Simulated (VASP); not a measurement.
# Co: single point with PBE

Crystal: Co.

```
CELL_PARAMETERS angstrom
0.00000 1.68761 1.68761
1.68761 0.00000 1.68761
1.68761 1.68761 0.00000
ATOMIC_POSITIONS crystal
Co 0.00000 0.00000 0.00000
```

This isn't the form of Co at room conditions, which is hcp.

```
Program             : VASP 6.6.1
Task                : single point
Functional          : PBE
Potentials or basis : VASP PAW PBE potentials, release 64 (Co)
Cutoff              : 520 eV
k mesh              : 17 × 17 × 17
Occupations         : fermi-dirac, width 0.05 eV
Spin                : collinear spin, ferromagnetic start
Starting moments    : [1.717] μB
```

The pressure is 33.9 GPa and the net moment is 1.51 μB per cell. The site moments are Co +1.51 μB. The valence electrons inside the program's atomic spheres are Co 8.54.

Levels at points of the mesh, in eV from the Fermi level:
Spin up:
| k point | band 1 | band 2 | band 3 | band 4 | band 5 | band 6 | band 7 | band 8 | band 9 | band 10 |
| --- | --- | --- | --- | --- | --- | --- | --- | --- | --- | --- |
| (0.00, 0.00, 0.00) | -9.72 | -2.87 | -2.87 | -2.87 | -1.54 | -1.54 | 24.07 | 29.37 | 29.37 | 29.37 |
Spin down:
```
           k point  band 2  band 3  band 4  band 5  band 6  band 7
(0.00, 0.00, 0.00)   -1.39   -1.39   -1.39    0.27    0.27   23.81
```

Wall time 66 s on 1 thread of Intel Xeon 8259CL (shared host), peak memory 0.15 GiB.

Caveat: the cell stands under pressure.
